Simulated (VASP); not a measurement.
# NaF (Fm-3m) in VASP: settings compared

NaF is run at these levels: PBE, r2SCAN; tasks: single point.

Program: VASP 6.6.1. These are calculated values, not measurements. Logs are shortened: lines on timing, memory, paths and dates and some standing lists are left out, and cuts for length are marked.

## 1. The cell of the first run

Symmetry: Fm-3m, No. 225, cubic system. Conventional cell: a = 4.747 Å, b = 4.747 Å, c = 4.747 Å, α = 90.00°, β = 90.00°, γ = 90.00°. Within 3.1 Å of Na (site symmetry m-3m) lie 6 F at 2.37 Å. Within 3.1 Å of F (site symmetry m-3m) lie 6 Na at 2.37 Å.

## 2. Single point, PBE (volume changed by +3%)

File INCAR:

```
SYSTEM = NaF
PREC = Accurate
ENCUT = 520
EDIFF = 1E-6
ISMEAR = 0
SIGMA = 0.01
LREAL = .FALSE.
LASPH = .TRUE.
NELM = 60
ALGO = Normal
ISIF = 2
LWAVE = .FALSE.
LCHARG = .FALSE.
GGA = PE
NBANDS = 14
```

File KPOINTS:

```
regular mesh
0
G
  8 8 8
  0 0 0
```

File POSCAR:

```
NaF
1.0
    0.0000000000      2.3735694998      2.3735694998
    2.3735694998      0.0000000000      2.3735694998
    2.3735694998      2.3735694998      0.0000000000
Na F
1 1
Direct
    0.0000000000      0.0000000000      0.0000000000
    0.5000000000      0.5000000000      0.5000000000
```

Potentials or basis: VASP PAW PBE potentials, release 64 (Na_pv, F).

Run with:

```sh
$ cat potpaw_PBE.64/Na_pv/POTCAR potpaw_PBE.64/F/POTCAR > POTCAR
$ mpirun -np 1 vasp_std > vasp.out
```

OUTCAR:

```text
SYSTEM = NaF
   PREC = Accurate
   ENCUT = 520
   EDIFF = 1E-6
   ISMEAR = 0
   LREAL = .FALSE.
   LASPH = .TRUE.
   NELM = 60
   ISIF = 2
   GGA = PE

 ion  position               nearest neighbor table
   1  0.000  0.000  0.000-
   2  0.500  0.500  0.500-

  LATTYP: Found a face centered cubic cell.
 ALAT       =     4.7471389996

  Lattice vectors:

 A1 = (   0.0000000000,   2.3735694998,   2.3735694998)
 A2 = (   2.3735694998,   0.0000000000,   2.3735694998)
 A3 = (   2.3735694998,   2.3735694998,   0.0000000000)

Analysis of symmetry for initial positions (statically):
=====================================================================
 Subroutine PRICEL returns:
 Original cell was already a primitive cell.

 Routine SETGRP: Setting up the symmetry group for a
 face centered cubic supercell.

 Subroutine GETGRP returns: Found 48 space group operations
 (whereof 48 operations were pure point group operations)
 out of a pool of 48 trial point group operations.

The static configuration has the point symmetry O_h .

Analysis of symmetry for dynamics (positions and initial velocities):
=====================================================================
 Subroutine PRICEL returns:
 Original cell was already a primitive cell.

 Routine SETGRP: Setting up the symmetry group for a
 face centered cubic supercell.

 Subroutine GETGRP returns: Found 48 space group operations
 (whereof 48 operations were pure point group operations)
 out of a pool of 48 trial point group operations.

The dynamic configuration has the point symmetry O_h .

 Subroutine INISYM returns: Found 48 space group operations
 (whereof 48 operations are pure point group operations),
 and found     1 'primitive' translations

----------------------------------------------------------------------------------------

                                     Primitive cell

  volume of cell :      26.7446

  direct lattice vectors                    reciprocal lattice vectors
     0.000000000  2.373569500  2.373569500    -0.210653196  0.210653196  0.210653196
     2.373569500  0.000000000  2.373569500     0.210653196 -0.210653196  0.210653196
     2.373569500  2.373569500  0.000000000     0.210653196  0.210653196 -0.210653196

  length of vectors
     3.356734178  3.356734178  3.356734178     0.364862037  0.364862037  0.364862037

  position of ions in fractional coordinates (direct lattice)
     0.000000000  0.000000000  0.000000000
     0.500000000  0.500000000  0.500000000

  ion indices of the primitive-cell ions
   primitive index   ion index
                 1           1
                 2           2

----------------------------------------------------------------------------------------

 KPOINTS: regular mesh

Automatic generation of k-mesh.
 Grid dimensions read from file:
 generate k-points for:    8    8    8

 Generating k-lattice:

  Cartesian coordinates                     Fractional coordinates (reciprocal lattice)
    -0.026331649  0.026331649  0.026331649     0.125000000  0.000000000  0.000000000
     0.026331649 -0.026331649  0.026331649     0.000000000  0.125000000  0.000000000
     0.026331649  0.026331649 -0.026331649     0.000000000  0.000000000  0.125000000

  Length of vectors
     0.045607755  0.045607755  0.045607755

  Shift w.r.t. Gamma in fractional coordinates (k-lattice)
     0.000000000  0.000000000  0.000000000

 Subroutine IBZKPT returns following result:
 ===========================================

 Found     29 irreducible k-points:

 Following reciprocal coordinates:
            Coordinates               Weight
  0.000000  0.000000  0.000000      1.000000
  0.125000  0.000000  0.000000      8.000000
  0.250000  0.000000  0.000000      8.000000
  0.375000  0.000000  0.000000      8.000000
  0.500000  0.000000  0.000000      4.000000
  0.125000  0.125000  0.000000      6.000000
[... 16 lines left out ...]
  0.500000  0.250000  0.125000     48.000000
 -0.375000  0.250000  0.125000     24.000000
 [... further k-points ...]
   k-points           NKPTS =     29   k-points in BZ     NKDIM =     29   number of bands    NBANDS=     14
   number of dos      NEDOS =    301   number of ions     NIONS =      2
   total plane-waves  NPLWV =  21952
   dimension x,y,z NGX =    28 NGY =   28 NGZ =   28
   dimension x,y,z NGXF=    56 NGYF=   56 NGZF=   56
   ions per type =               1   1
   NGX,Y,Z   is equivalent  to a cutoff of  13.87, 13.87, 13.87 a.u.
   NGXF,Y,Z  is equivalent  to a cutoff of  27.73, 27.73, 27.73 a.u.
 SYSTEM =  NaF
   PREC   = accura    normal or accurate (medium, high low for compatibility)
   ISTART =      0    job   : 0-new  1-cont  2-samecut
   ICHARG =      2    charge: 1-file 2-atom 10-const
   ISPIN  =      1    spin polarized calculation?
   LNONCOLLINEAR =      F non collinear calculations
   LSORBIT =      F    spin-orbit coupling
   LASPH  =      T    aspherical Exc in radial PAW
   ENCUT  =  520.0 eV  38.22 Ry    6.18 a.u.   6.24  6.24  6.24*2*pi/ulx,y,z
   NELM   =     60;   NELMIN=  2; NELMDL= -5     # of ELM steps
   EDIFF  = 0.1E-05   stopping-criterion for ELM
   LREAL  =      F    real-space projection
   EDIFFG = 0.1E-04   stopping-criterion for IOM
   NSW    =      0    number of steps for IOM
   IBRION =     -1    ionic relax: 0-MD 1-quasi-New 2-CG
   NFREE  =      0    steps in history (QN), initial steepest desc. (CG)
   ISIF   =      2    stress and relaxation
   ISYM   =      2    0-nonsym 1-usesym 2-fastsym
   POTIM  = 0.5000    time-step for ionic-motion
   TEBEG  =    0.0;   TEEND  =   0.0 temperature during run
   PSTRESS=    0.0 pullay stress
   NELECT =      14.0000    total number of electrons
   NUPDOWN=      -1.0000    fix difference up-down
   EMIN   =  10.00;   EMAX   =-10.00  energy-range for DOS
   EFERMI =   0.00;   METHOD = LEGACY
   ISMEAR =     0;   SIGMA  =   0.01  broadening in eV -4-tet -1-fermi 0-gaus
   EFERMI_NEDOS =   21; number of points for ismear=-14 and -15
   IALGO  =     38    algorithm
   IMIX   =      4    mixing-type and parameters
     AMIX     =   0.40;   BMIX     =  1.00
     AMIX_MAG =   1.60;   BMIX_MAG =  1.00
  volume/ion in A,a.u.               =      13.37        90.24
  Fermi-wavevector in a.u.,A,eV,Ry     =   1.319387  2.493280 23.684780  1.740782
  Thomas-Fermi vector in A             =   2.449289
   LORBIT       =      0    0 simple, 1 ext, 2 COOP (PROOUT), +10 PAW based schemes
   GGA     = PE    functional components
   LHFCALC =     F    Hartree Fock is set to
   AEXX    =    0.0000 exact exchange contribution
   IVDW    =     0    specifies the selected vdW correction
   LEPSILON=     F    determine dielectric tensor
   LRPA    =     F    only Hartree local field effects (RPA)
 non-spin polarized calculation
 Gauss-broadening in eV      SIGMA  =   0.01
  energy-cutoff  :      520.00
  volume of cell :       26.74
 maximum number of plane-waves:       730
 NGX is ok and might be reduce to    28
   NGX = 13   NGY = 13   NGZ = 13

 number of electron      13.9999988 magnetization

 Free energy of the ion-electron system (eV)
  ---------------------------------------------------
  ext. energy  EPLUGINS =         0.00000000
  ---------------------------------------------------
  free energy    TOTEN  =        -8.56694557 eV

  energy without entropy =       -8.56694557  energy(sigma->0) =       -8.56694557

 E-fermi :  -2.3232     XC(G=0):  -8.8160

 val. band max:       -2.3814564638   @ k =   0.0000   0.0000   0.0000
 cond. band min:       3.5433593706   @ k =   0.0000   0.0000   0.0000
 fundamental gap:      5.9248158344
 Fermi energy:        -2.3231891034

 k-point     1 :       0.0000    0.0000    0.0000
  band No.  band energies     occupation
      1     -21.5507      2.00000
      2     -21.5507      2.00000
      3     -21.5507      2.00000
      4     -21.4412      2.00000
      5      -2.3815      2.00000
      6      -2.3815      2.00000
      7      -2.3815      2.00000
      8       3.5434      0.00000
      9      16.0760      0.00000
     10      16.0760      0.00000
     11      16.0761      0.00000
     12      18.7932      0.00000
     13      20.8897      0.00000
     14      20.8897      0.00000

 k-point     2 :       0.1250    0.0000    0.0000
  band No.  band energies     occupation
      1     -21.7634      2.00000
      2     -21.5522      2.00000
      3     -21.5522      2.00000
      4     -21.2116      2.00000
      5      -2.6500      2.00000
      6      -2.4144      2.00000
      7      -2.4144      2.00000
      8       4.0624      0.00000
      9      14.3778      0.00000
     10      16.2830      0.00000
     11      16.2830      0.00000
     12      20.2503      0.00000
     13      20.2503      0.00000
     14      20.5128      0.00000

 k-point     3 :       0.2500    0.0000    0.0000
  band No.  band energies     occupation
      1     -21.9711      2.00000
      2     -21.5557      2.00000
      3     -21.5557      2.00000
      4     -20.9634      2.00000
      5      -3.1951      2.00000
      6      -2.4927      2.00000
      7      -2.4927      2.00000
      8       5.3284      0.00000
      9      12.2939      0.00000
     10      16.7162      0.00000
     11      16.7162      0.00000
     12      19.5713      0.00000
     13      19.5713      0.00000
     14      20.8844      0.00000

 k-point     4 :       0.3750    0.0000    0.0000
  band No.  band energies     occupation
      1     -22.1053      2.00000
      2     -21.5593      2.00000
      3     -21.5593      2.00000
      4     -20.7885      2.00000
      5      -3.6494      2.00000
      6      -2.5698      2.00000
      7      -2.5698      2.00000
      8       6.8712      0.00000
      9      10.5639      0.00000
     10      16.9399      0.00000
     11      16.9399      0.00000
     12      19.5285      0.00000
     13      19.5285      0.00000
     14      20.4564      0.00000

 k-point     5 :       0.5000    0.0000    0.0000
  band No.  band energies     occupation
      1     -22.1513      2.00000
      2     -21.5607      2.00000
      3     -21.5607      2.00000
      4     -20.7251      2.00000
      5      -3.8197      2.00000
      6      -2.6013      2.00000
      7      -2.6013      2.00000
      8       7.9604      0.00000
      9       9.4787      0.00000
     10      16.9494      0.00000
     11      16.9494      0.00000
[... 276 lines left out ...]
 k-point    22 :       0.3750    0.2500    0.1250
  band No.  band energies     occupation
      1     -21.9628      2.00000
      2     -21.5790      2.00000
      3     -21.5621      2.00000
      4     -20.9388      2.00000
      5      -3.3170      2.00000
      6      -2.6717      2.00000
      7      -2.5680      2.00000
      8       6.3091      0.00000
      9      11.8003      0.00000
     10      15.1412      0.00000
     11      16.7638      0.00000
     12      17.3633      0.00000
     13      21.0572      0.00000
     14      23.5816      0.00000

 k-point    23 :       0.5000    0.2500    0.1250
  band No.  band energies     occupation
      1     -22.0050      2.00000
      2     -21.5905      2.00000
      3     -21.5695      2.00000
      4     -20.8644      2.00000
      5      -3.5018      2.00000
      6      -2.8328      2.00000
      7      -2.6447      2.00000
      8       7.7554      0.00000
      9      10.7455      0.00000
     10      14.2549      0.00000
     11      16.0689      0.00000
     12      18.4276      0.00000
     13      20.3663      0.00000
     14      24.1751      0.00000

 k-point    24 :      -0.3750    0.2500    0.1250
  band No.  band energies     occupation
      1     -22.0206      2.00000
      2     -21.5930      2.00000
      3     -21.5749      2.00000
      4     -20.8357      2.00000
      5      -3.5673      2.00000
      6      -2.9010      2.00000
      7      -2.6794      2.00000
      8       8.9332      0.00000
      9       9.7588      0.00000
     10      13.9917      0.00000
     11      15.7629      0.00000
     12      18.9664      0.00000
     13      19.9648      0.00000
     14      24.4733      0.00000

 [... further k-points ...]
[... 5 lines left out ...]
  --------------------------------------------------------------------------------------
  -------------------------------------------------------------------------------------
  Total       -0.2334789     -0.2334789     -0.2334789     -0.0000000      0.0000000      0.0000000
  in kB      -13.9869302    -13.9869302    -13.9869302     -0.0000000      0.0000000      0.0000000
  external PRESSURE =     -13.9869302 kB  Pullay stress =       0.0000000 kB

 VOLUME and BASIS-vectors are now :
 -----------------------------------------------------------------------------
  energy-cutoff  :      520.00
  volume of cell :       26.74
      direct lattice vectors                 reciprocal lattice vectors
     0.000000000  2.373569500  2.373569500    -0.210653196  0.210653196  0.210653196
     2.373569500  0.000000000  2.373569500     0.210653196 -0.210653196  0.210653196
     2.373569500  2.373569500  0.000000000     0.210653196  0.210653196 -0.210653196

 POSITION                                       TOTAL-FORCE (eV/Angst)
 -----------------------------------------------------------------------------------
      0.00000      0.00000      0.00000         0.000000      0.000000     -0.000000
      2.37357      2.37357      2.37357        -0.000000     -0.000000      0.000000
 -----------------------------------------------------------------------------------
    total drift:                                0.000000      0.000000      0.000000

  FREE ENERGIE OF THE ION-ELECTRON SYSTEM (eV)
  ---------------------------------------------------
  free  energy   TOTEN  =        -8.5669455736 eV

  energy  without entropy=       -8.5669455736  energy(sigma->0) =       -8.56694557
```

Run time: 24 s. Hardware: 1 thread of Intel Xeon 6975P-C, shared host; peak memory 0.15 GiB.

Results:

- Free energy: -8.5669 eV
- Pressure: -1.4 GPa
- Band gap on the k mesh: 5.92 eV, direct

## 3. Single point, PBE (volume changed by +6%)

File INCAR:

```
SYSTEM = NaF
PREC = Accurate
ENCUT = 520
EDIFF = 1E-7
ISMEAR = 0
SIGMA = 0.01
LREAL = .False.
LASPH = .True.
NELM = 100
ALGO = Normal
ISIF = 2
LWAVE = .False.
LCHARG = .True.
GGA = PE
LELF = .True.
LVHAR = .True.
NBANDS = 14
```

File KPOINTS:

```
regular mesh
0
Gamma
  8 8 8
  0 0 0
```

File POSCAR:

```
NaF
1.0
    0.0000000000      2.3963936836      2.3963936836
    2.3963936836      0.0000000000      2.3963936836
    2.3963936836      2.3963936836      0.0000000000
Na F
1 1
Direct
    0.0000000000      0.0000000000      0.0000000000
    0.5000000000      0.5000000000      0.5000000000
```

Potentials or basis: VASP PAW PBE potentials, release 64 (Na_pv, F).

Run with:

```sh
$ cat potpaw_PBE.64/Na_pv/POTCAR potpaw_PBE.64/F/POTCAR > POTCAR
$ mpirun -np 1 vasp_std > vasp.out
```

OUTCAR:

```text
SYSTEM = NaF
   PREC = Accurate
   ENCUT = 520
   EDIFF = 1E-7
   ISMEAR = 0
   LREAL = .False.
   LASPH = .True.
   NELM = 100
   ISIF = 2
   GGA = PE

 ion  position               nearest neighbor table
   1  0.000  0.000  0.000-
   2  0.500  0.500  0.500-

  LATTYP: Found a face centered cubic cell.
 ALAT       =     4.7927873672

  Lattice vectors:

 A1 = (   0.0000000000,   2.3963936836,   2.3963936836)
 A2 = (   2.3963936836,   0.0000000000,   2.3963936836)
 A3 = (   2.3963936836,   2.3963936836,   0.0000000000)

Analysis of symmetry for initial positions (statically):
=====================================================================
 Subroutine PRICEL returns:
 Original cell was already a primitive cell.

 Routine SETGRP: Setting up the symmetry group for a
 face centered cubic supercell.

 Subroutine GETGRP returns: Found 48 space group operations
 (whereof 48 operations were pure point group operations)
 out of a pool of 48 trial point group operations.

The static configuration has the point symmetry O_h .

Analysis of symmetry for dynamics (positions and initial velocities):
=====================================================================
 Subroutine PRICEL returns:
[... 168 lines left out ...]
      2     -21.7504      2.00000
      3     -21.7504      2.00000
      4     -21.5075      2.00000
      5      -2.4896      2.00000
      6      -2.4896      2.00000
      7      -2.4896      2.00000
      8       3.2965      0.00000
      9      15.7628      0.00000
     10      15.7628      0.00000
     11      15.7628      0.00000
     12      18.4270      0.00000
     13      20.4895      0.00000
     14      20.4895      0.00000
[... 377 lines left out ...]
      1     -22.1460      2.00000
      2     -21.7888      2.00000
      3     -21.7724      2.00000
      4     -20.9869      2.00000
      5      -3.6300      2.00000
      6      -2.9879      2.00000
      7      -2.7734      2.00000
      8       8.6431      0.00000
      9       9.4279      0.00000
     10      13.5962      0.00000
     11      15.3373      0.00000
     12      18.5426      0.00000
     13      19.5166      0.00000
     14      23.9269      0.00000

 [... further k-points ...]
[... 5 lines left out ...]
  --------------------------------------------------------------------------------------
  -------------------------------------------------------------------------------------
  Total       -0.4162959     -0.4162959     -0.4162959      0.0000000      0.0000000      0.0000000
  in kB      -24.2330590    -24.2330590    -24.2330590      0.0000000      0.0000000      0.0000000
  external PRESSURE =     -24.2330590 kB  Pullay stress =       0.0000000 kB

 VOLUME and BASIS-vectors are now :
 -----------------------------------------------------------------------------
  energy-cutoff  :      520.00
  volume of cell :       27.52
      direct lattice vectors                 reciprocal lattice vectors
     0.000000000  2.396393684  2.396393684    -0.208646853  0.208646853  0.208646853
     2.396393684  0.000000000  2.396393684     0.208646853 -0.208646853  0.208646853
     2.396393684  2.396393684  0.000000000     0.208646853  0.208646853 -0.208646853

 POSITION                                       TOTAL-FORCE (eV/Angst)
 -----------------------------------------------------------------------------------
      0.00000      0.00000      0.00000        -0.000000      0.000000     -0.000000
      2.39639      2.39639      2.39639         0.000000      0.000000      0.000000
 -----------------------------------------------------------------------------------
    total drift:                                0.000000      0.000000      0.000000

  FREE ENERGIE OF THE ION-ELECTRON SYSTEM (eV)
  ---------------------------------------------------
  free  energy   TOTEN  =        -8.5588630747 eV

  energy  without entropy=       -8.5588630747  energy(sigma->0) =       -8.55886307
```

stdout:

```text
POSCAR found type information on POSCAR NaF
 POSCAR found :  2 types and       2 ions
 scaLAPACK will be used
 LDA part: xc-table for (Slater+PW92), standard interpolation
 POSCAR, INCAR and KPOINTS ok, starting setup
 FFT: planning ... GRIDC
 FFT: planning ... GRID_SOFT
 FFT: planning ... GRID
 WAVECAR not read
 entering main loop
```

Run time: 30 s. Hardware: 1 thread of Intel Xeon 6975P-C, shared host; peak memory 0.15 GiB.

Results:

```
Free energy            : -8.5589 eV
Pressure               : -2.4 GPa
Band gap on the k mesh : 5.79 eV, direct
```

Levels at points of the mesh, in eV from the valence-band top:
```csv
k point,band 5,band 6,band 7,band 8,band 9,band 10
"(0.00, 0.00, 0.00)",0.00,0.00,0.00,5.79,18.25,18.25
"(0.50, 0.00, 0.00)",-1.38,-0.21,-0.21,10.17,11.63,19.03
"(0.50, 0.50, 0.00)",-1.12,-0.36,-0.36,12.34,12.63,12.95
```

(Continued in part 2 of 2.)
